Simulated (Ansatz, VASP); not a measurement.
## H in VASP and in Ansatz

Contents of INCAR:

```
SYSTEM = H
PREC = Accurate ; ENCUT = 600
EDIFF = 1E-6 ; ISMEAR = 0
SIGMA = 0.02 ; LREAL = .FALSE.
LASPH = .TRUE. ; NELM = 80
ALGO = Normal ; ISIF = 3
LWAVE = .FALSE. ; LCHARG = .FALSE.
GGA = PE ; IBRION = 2
NSW = 70 ; EDIFFG = -0.02
```

KPOINTS

```
regular mesh
0
G
  6 6 4
  0 0 0
```

The input POSCAR:

```
H
1.0
    2.3784155789     -2.2540820768      0.0000000000
    2.3784155789      2.2540820768      0.0000000000
    0.0000000000      0.0000000000      4.5123637547
H
4
Direct
    0.9400013801      0.0599986199      0.0577145415
    0.4400013801      0.5599986199      0.4422854585
    0.5599986199      0.4400013801      0.5577145415
    0.0599986199      0.9400013801      0.9422854585
```

Input for Ansatz:

```yaml
crystal:
  lattice:
    - [2.3784155789, -2.2540820768, 0.0]
    - [2.3784155789, 2.2540820768, 0.0]
    - [0.0, 0.0, 4.5123637547]
  atoms:
    - { symbol: H, position: [0.9400013801, 0.0599986199, 0.0577145415] }
    - { symbol: H, position: [0.4400013801, 0.5599986199, 0.4422854585] }
    - { symbol: H, position: [0.5599986199, 0.4400013801, 0.5577145415] }
    - { symbol: H, position: [0.0599986199, 0.9400013801, 0.9422854585] }
basis:
  ecutwfc: 420
kpoints:
  mp_grid: { grid: [6, 6, 4] }
hamiltonian:
  xc: pbe
scf:
  occupations: { method: gaussian, width: 0.02 }
output:
  forces: true
  stress: true
  eigenvalues: true
relax:
  adjacent_minimum: "off"
  f_tol: 0.02
  max_steps: 50
  cell: { stress_tol: 0.03 }
```

Alike in both runs: task relaxation of cell and atoms; functional PBE; k mesh 6 × 6 × 4; occupations gaussian, width 0.02 eV; no spin polarisation.

|  | VASP | Ansatz |
| --- | --- | --- |
| version | VASP 6.6.1 | Ansatz 0.2.0 |
| potentials or method | VASP PAW PBE potentials, release 64 (H), cutoff 600 eV | scalar-relativistic, plane waves, PAW |
| valence electrons in the cell | 4 | 4 |

```csv
,VASP,Ansatz,Ansatz less VASP
"gap on the k mesh at the Fermi level, each at its own relaxed structure (eV)",9.29,9.46,+0.175
relaxed volume (Å³/atom),12.44,15.53,+3.096
relaxed cell length with the largest relative difference (Å),4.555,4.916,+0.3616
```

One of these differences is far larger than is usual between the two programs; its cause wasn't traced.
